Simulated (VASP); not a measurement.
BaTiO3, 5 atoms in the cell. The structure is cubic, space group Pm-3m (No. 221). The conventional cell has a = 3.994 Å, b = 3.994 Å, c = 3.994 Å, α = 90.00°, β = 90.00°, γ = 90.00°. Within 3.7 Å of Ba (site symmetry m-3m) lie 12 O at 2.82 Å and 8 Ti at 3.46 Å. Ti (site symmetry m-3m) has 6 O at 2.00 Å within 2.6 Å. Within 2.6 Å of O (site symmetry 4/mmm) lie 2 Ti at 2.00 Å. 

```yaml
Program: VASP 6.6.1
Task: single point
Functional: r2SCAN
Potentials_or_basis: VASP PAW PBE potentials, release 64 (Ba_sv, Ti_sv, O_h)
Cutoff: 1480 eV
k_mesh: 6 × 6 × 6
Occupations: gaussian, width 0.01 eV
Spin: no spin polarisation
Dipole_correction: no
Further_INCAR_settings: ALGO = Normal; EDIFF = 1e-06; NBANDS = 28
```

Potentials or basis: VASP PAW PBE potentials, release 64 (Ba_sv, Ti_sv, O_h).

Command:

```bash
$ cat potpaw_PBE.64/Ba_sv/POTCAR potpaw_PBE.64/Ti_sv/POTCAR potpaw_PBE.64/O_h/POTCAR > POTCAR
$ cp INCAR.step1 INCAR
$ mpirun -np 1 vasp_std > vasp.out
$ cp INCAR.step2 INCAR
$ mpirun -np 1 vasp_std > vasp.out
```

Hardware: 1 thread of Intel(R) Xeon(R) Platinum 8488C (Sapphire Rapids) (shared host).

Task: How long does it take, and how much memory?

Result: It took 7.1 min on 1 thread of Intel(R) Xeon(R) Platinum 8488C (Sapphire Rapids) (shared host), peak memory 0.52 GiB. Counts: k points 20.
